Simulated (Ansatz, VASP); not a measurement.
## Si2Ge3 in VASP and in Ansatz

```xyz
10
Lattice="2.6752 0.0000 0.0000 0.0000 4.2163 0.0000 0.0000 0.0000 17.5311" Properties=species:S:1:pos:R:3 pbc="T T T"
Si    2.6752    2.1081    3.1857
Si    0.0000    2.1081   11.9513
Si    0.0000    2.1081    5.5798
Si    0.0000    2.1081   14.3453
Ge    1.3376    2.1081    8.7655
Ge    1.3376    2.1081   17.5311
Ge    0.0000    0.0000    6.9693
Ge    0.0000    4.2163   15.7348
Ge    2.6752    4.2163    1.7963
Ge    2.6752    4.2163   10.5618
```

Alike in both runs: task single point; functional PBE; k mesh 8 × 6 × 2; occupations gaussian, width 0.2 eV; no spin polarisation.

|  | VASP | Ansatz |
| --- | --- | --- |
| version | VASP 6.6.1 | Ansatz 0.2.0 |
| potentials or method | VASP PAW PBE potentials, release 64 (Si, Ge_d), cutoff 520 eV | scalar-relativistic, plane waves, PAW |
| valence electrons in the cell | 100 | 100 |

|  | VASP | Ansatz | Ansatz less VASP |
| --- | --- | --- | --- |
| gap on the k mesh at the Fermi level (eV) | none | none | - |
| pressure (GPa) | 0.3 | 0.3 | +0.02 |
| traceless stress, the component that is largest in VASP (GPa) | 1.30 | 1.27 | -0.028 |
| rms of the force components (eV/Å) | 0.060 | 0.060 | +0.0004 |

Atom by atom the forces differ by 0.001 eV/Å (rms over components). A gap of «none» marks a metal or a gap that the smearing closes.
